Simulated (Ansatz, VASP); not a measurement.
**Two plane-wave programs on AlN**

File INCAR:

```
  PREC = Accurate
  ENCUT = 520
  EDIFF = 1E-7
  ISMEAR = 0
  SIGMA = 0.02
  LREAL = False
  LASPH = True
  NELM = 80
  ALGO = Normal
  ISIF = 2
  LWAVE = False
  LCHARG = False
  GGA = PS
  NBANDS = 11
```

File KPOINTS:

```
regular mesh
0
Gamma
  10 10 10
```

The input POSCAR:

```
AlN
1.0
    0.0000000000      2.1115245063      2.1115245063
    2.1115245063      0.0000000000      2.1115245063
    2.1115245063      2.1115245063      0.0000000000
Al N
1 1
Direct
    0.5000000000      0.5000000000      0.5000000000
    0.0000000000      0.0000000000      0.0000000000
```

Input for Ansatz:

```yaml
crystal:
  lattice:
    - [0.0, 2.1115245063, 2.1115245063]
    - [2.1115245063, 0.0, 2.1115245063]
    - [2.1115245063, 2.1115245063, 0.0]
  atoms:
    - { symbol: Al, position: [0.5, 0.5, 0.5] }
    - { symbol: "N", position: [0.0, 0.0, 0.0] }
basis:
  ecutwfc: 420
kpoints:
  mp_grid: { grid: [10, 10, 10] }
hamiltonian:
  xc: pbesol
scf:
  occupations: { method: gaussian, width: 0.02 }
output:
  forces: true
  stress: true
  eigenvalues: true
```

Alike in both runs: task single point; functional PBEsol; k mesh 10 × 10 × 10; occupations gaussian, width 0.02 eV; no spin polarisation.

|  | VASP | Ansatz |
| --- | --- | --- |
| version | VASP 6.6.1 | Ansatz 0.2.0 |
| potentials or method | VASP PAW PBE potentials, release 64 (Al, N), cutoff 520 eV | scalar-relativistic, plane waves, PAW |
| valence electrons in the cell | 8 | 8 |

```tsv
	VASP	Ansatz	Ansatz less VASP
gap on the k mesh at the Fermi level (eV)	3.38	3.38	+0.002
least direct gap on the mesh (eV)	3.92	3.90	-0.014
pressure (GPa)	-26.3	-26.2	+0.09
```

VASP's potentials were made for PBE, not for PBEsol.
